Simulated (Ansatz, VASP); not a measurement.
# Two plane-wave programs on HC6

File INCAR:

```
SYSTEM = HC6
  ALGO = Normal
  DIPOL = 0.5 0.5 0.318
  EDIFF = 1E-6
  ENCUT = 520
  IDIPOL = 3
  ISIF = 2
  ISMEAR = 0
  LASPH = .TRUE.
  LCHARG = .FALSE.
  LDIPOL = .TRUE.
  LREAL = .FALSE.
  LWAVE = .FALSE.
  NBANDS = 38
  NELM = 60
  PREC = Accurate
  SIGMA = 0.1
```

KPOINTS

```
k-points
0
G
  6 3 1
  0 0 0
```

POSCAR

```
HC6
1.0
    4.8895256614      0.0000000000      0.0000000000
   -1.2223814153      8.7849592876      0.0000000000
    0.0000000000      0.0000000000     22.7474729025
C H
12 2
Direct
    0.0193612757      0.0774451030      0.1758437088
    0.5193612758      0.0774451030      0.1758437088
    0.2742015947      0.0968063788      0.2059542860
    0.7742015947      0.0968063788      0.2059542860
    0.2838822326      0.1355289303      0.2661754406
    0.7838822326      0.1355289303      0.2661754406
    0.0386279421      0.1545151615      0.2955067254
    0.5386279421      0.1545151615      0.2955067254
    0.0488684834      0.1954807970      0.3583587359
    0.5488684834      0.1954807970      0.3583587359
    0.3031723044      0.2126952264      0.3845470194
    0.8031723044      0.2126952264      0.3845470194
    0.0488684834      0.1289050446      0.5428063572
    0.0488684834      0.2620565494      0.5428063572
```

Input for Ansatz:

```yaml
crystal:
  lattice:
    - [4.8895256614, 0.0, 0.0]
    - [-1.2223814153, 8.7849592876, 0.0]
    - [0.0, 0.0, 22.7474729025]
  atoms:
    - { symbol: C, position: [0.0193612757, 0.077445103, 0.1758437088] }
    - { symbol: C, position: [0.5193612758, 0.077445103, 0.1758437088] }
    - { symbol: C, position: [0.2742015947, 0.0968063788, 0.205954286] }
    - { symbol: C, position: [0.7742015947, 0.0968063788, 0.205954286] }
    - { symbol: C, position: [0.2838822326, 0.1355289303, 0.2661754406] }
    - { symbol: C, position: [0.7838822326, 0.1355289303, 0.2661754406] }
    - { symbol: C, position: [0.0386279421, 0.1545151615, 0.2955067254] }
    - { symbol: C, position: [0.5386279421, 0.1545151615, 0.2955067254] }
    - { symbol: C, position: [0.0488684834, 0.195480797, 0.3583587359] }
    - { symbol: C, position: [0.5488684834, 0.195480797, 0.3583587359] }
    - { symbol: C, position: [0.3031723044, 0.2126952264, 0.3845470194] }
    - { symbol: C, position: [0.8031723044, 0.2126952264, 0.3845470194] }
    - { symbol: H, position: [0.0488684834, 0.1289050446, 0.5428063572] }
    - { symbol: H, position: [0.0488684834, 0.2620565494, 0.5428063572] }
basis:
  ecutwfc: 420
kpoints:
  mp_grid: { grid: [6, 3, 1] }
hamiltonian:
  xc: lda
scf:
  occupations: { method: gaussian, width: 0.1 }
output:
  forces: true
  eigenvalues: true
efield:
  axis: 3
  dipole_correction: true
  ramp_width: 0.04
```

Alike in both runs: task single point; functional LDA; k mesh 6 × 3 × 1; occupations gaussian, width 0.1 eV; no spin polarisation.

```csv
,VASP,Ansatz
version,VASP 6.6.1,Ansatz 0.2.0
potentials or method,"VASP PAW LDA potentials, release 64 (C, H), cutoff 520 eV","scalar-relativistic, plane waves, PAW"
valence electrons in the cell,50,50
```

|  | VASP | Ansatz | Ansatz less VASP |
| --- | --- | --- | --- |
| gap on the k mesh at the Fermi level (eV) | 0.09 | 0.09 | -0.002 |
| least direct gap on the mesh (eV) | 0.09 | 0.09 | -0.002 |
| rms of the force components (eV/Å) | 1.322 | 1.328 | +0.0052 |

LDA's correlation is that of Perdew and Zunger in VASP and of Perdew and Wang (1992) in Ansatz. Atom by atom the forces differ by 0.021 eV/Å (rms over components).
